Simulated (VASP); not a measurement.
A run of VASP 6.6.1:

The input INCAR:

```
  ALGO = Normal
  EDIFF = 1E-6
  ENCUT = 520
  GGA = PE
  GGA_COMPAT = False
  ISIF = 2
  ISMEAR = -1
  ISYM = -1
  LASPH = True
  LCHARG = False
  LREAL = Auto
  LWAVE = False
  NBANDS = 75
  NELM = 120
  PREC = Accurate
  SIGMA = 0.1379
```

Contents of KPOINTS:

```
explicit points
1
Reciprocal
  0.25000000   0.25000000   0.25000000 1
```

File POSCAR:

```
Si4O7
1.0
    7.0842070000      0.0663610000      0.0972760000
    0.0663610000      6.9740900000     -0.0358550000
    0.0972760000     -0.0358550000      7.1323860000
Si O
8 14
Direct
    0.4787669051      0.1124162390      0.1385139776
    0.5707649337      0.1860122574      0.5547833137
    0.6726801375      0.6938487123      0.9347954966
    0.3571480952      0.3687622028      0.8008505191
    0.0430273857      0.6189436221      0.6000799300
    0.1392145900      0.8645429784      0.2479140851
    0.8237841243      0.0814953939      0.8187798014
    0.9350645603      0.5474568746      0.2209826734
    0.1494829193      0.7649469299      0.4662549211
    0.3353964599      0.1480625150      0.6457551169
    0.7398939795      0.6156807137      0.1422622535
    0.5468384945      0.2243319680      0.3242528042
    0.1388305017      0.5987802816      0.1286990624
    0.1639739240      0.4593771405      0.7237762006
    0.8870422619      0.7414653279      0.7588883042
    0.6330341844      0.9800497203     -0.0225983774
    0.3882429098      0.2707303920      0.9948488936
   -0.0573948047     -0.0711555034      0.1694418749
    0.5777216301      0.3786091164      0.7092243158
    0.3569140185      0.9383855441      0.2004297924
    0.9359241937      0.5123454400      0.4370401691
    0.7275342987      0.0404841161      0.6027269039
```

Potentials or basis: VASP PAW PBE potentials, release 64 (Si, O).

The run is started by

```sh
$ cat potpaw_PBE.64/Si/POTCAR potpaw_PBE.64/O/POTCAR > POTCAR
$ mpirun -np 1 vasp_std > vasp.out
```

Hardware: 1 thread of Intel(R) Xeon(R) Platinum 8259CL CPU @ 2.50GHz (Skylake/Cascade Lake) (shared host).

Q: How long does it take, and how much memory?

A: Run time: 94 s on 1 thread of Intel(R) Xeon(R) Platinum 8259CL CPU @ 2.50GHz (Skylake/Cascade Lake), on a shared host, peak memory 0.37 GiB. Counts: scf iterations 17, k points 1.
